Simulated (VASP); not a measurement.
CaAl4O:

```xyz
6
Lattice="5.2825 0.0000 0.0000 -2.6412 4.5748 0.0000 0.0000 0.0000 4.2423" Properties=species:S:1:pos:R:3 pbc="T T T"
Ca    0.0000    0.0000    0.0000
Al    2.6412    1.5249    0.0000
Al   -1.3085    2.2944    2.1212
Al    1.3085    2.2944    2.1212
Al    0.0000    4.5608    2.1212
O     0.0000    3.0498    0.0000
```

```yaml
Program: VASP 6.6.1
Task: relaxation of cell and atoms
Functional: PBE
Potentials_or_basis: VASP PAW PBE potentials, release 64 (Ca_sv, Al, O)
Cutoff: 600 eV
k_mesh: 6 × 6 × 4
Occupations: gaussian, width 0.1 eV
Spin: no spin polarisation
```

At the start: pressure 4.5 GPa; volume 17.09 Å³/atom.

Where does the relaxation end?

Over 7 steps the energy falls by 44.7 meV/atom and the volume is 18.26 Å³/atom (+6.9 %); space group P-6m2 (No. 187, to 0.05 Å).

The path:
| step | energy change (eV) | largest force (eV/Å) | pressure (GPa) | volume (Å³) |
| --- | --- | --- | --- | --- |
| 1 | 0.0000 | 0.8908 | 4.46 | 102.52 |
| 2 | -0.1722 | 0.1369 | -0.55 | 109.73 |
| 3 | -0.1729 | 0.0914 | -0.86 | 110.30 |
| 4 | -0.2098 | 0.0074 | -0.51 | 109.57 |
| 5 | -0.2535 | 0.2677 | 1.41 | 107.18 |
| 6 | -0.2559 | 0.2126 | 0.94 | 107.68 |
| 7 | -0.2682 | 0.0226 | -0.14 | 109.57 |

Final structure:
```
Ca Al O
1.0
     5.62196    0.00000    0.00000
    -2.81098    4.86876    0.00000
     0.00000    0.00000    4.00282
Ca Al O
1 4 1
Cartesian
  -2.8110 4.8688 0.0000
  2.8110 1.6229 0.0000
  -1.3280 2.4791 2.0014
  1.3280 2.4791 2.0014
  0.0000 4.7793 2.0014
  0.0000 3.2458 0.0000
```

Caveat: the k points lie up to 0.39 Å⁻¹ apart in the final cell.
